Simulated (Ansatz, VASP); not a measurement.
**La2O3: VASP beside Ansatz**

File INCAR:

```
SYSTEM = La2O3
PREC = Accurate
ENCUT = 520
EDIFF = 1E-6
ISMEAR = 0
SIGMA = 0.01
LREAL = .False.
LASPH = .True.
NELM = 80
ALGO = Normal
ISIF = 2
LWAVE = .False.
LCHARG = .True.
GGA = RP
LELF = .True.
LVHAR = .True.
NBANDS = 28
```

File KPOINTS:

```
regular mesh
0
Gamma
  6 6 4
  0 0 0
```

File POSCAR:

```
La2O3
1.0
    3.9307778800      0.0000000000      0.0000000000
   -1.9653889400      3.4041535000      0.0000000000
    0.0000000000      0.0000000000      6.1119535200
La O
2 3
Direct
    0.6666666698      0.3333333294      0.7537643202
    0.3333333302      0.6666666706      0.2462356798
    0.6666666698      0.3333333294      0.3541093503
    0.3333333302      0.6666666706      0.6458906497
    0.0000000000      0.0000000000      0.0000000000
```

Input for Ansatz:

```yaml
crystal:
  lattice:
    - [3.93077788, 0.0, 0.0]
    - [-1.96538894, 3.4041535, 0.0]
    - [0.0, 0.0, 6.11195352]
  atoms:
    - { symbol: La, position: [0.6666666697963263, 0.33333332941654953, 0.7537643201841627] }
    - { symbol: La, position: [0.3333333302036738, 0.6666666705834504, 0.24623567981583733] }
    - { symbol: O, position: [0.6666666697963263, 0.33333332941654953, 0.3541093502949283] }
    - { symbol: O, position: [0.3333333302036738, 0.6666666705834504, 0.6458906497050717] }
    - { symbol: O, position: [0.0, 0.0, 0.0] }
kpoints:
  mp_grid:
    grid: [6, 6, 4]
    shift: [0.0, 0.0, 0.0]
hamiltonian:
  xc: rpbe
scf:
  occupations:
    method: fixed
output:
  stress: true
  eigenvalues: true
```

Alike in both runs: task single point; functional RPBE; k mesh 6 × 6 × 4; no spin polarisation.

|  | VASP | Ansatz |
| --- | --- | --- |
| version | VASP 6.6.1 | Ansatz 0.2.0 |
| potentials or method | VASP PAW PBE potentials, release 64 (La, O) | plane waves, PAW |
| plane-wave cutoff (eV) | 520 | 420 |
| occupations | gaussian, width 0.01 eV | fixed |
| valence electrons in the cell | 40 | 40 |

VASP gave:

* gap on the k mesh at the Fermi level (eV): 3.92
* pressure (GPa): 4.7
* traceless stress, the component that is largest in VASP (GPa): 0.21

**Question.** Which values does Ansatz return?

**Answer.** gap on the k mesh at the Fermi level (eV): 3.91; pressure (GPa): 5.0; traceless stress, the component that is largest in VASP (GPa): 0.16.

VASP's potentials were made for PBE, not for RPBE.

Spin-orbit coupling is off throughout.
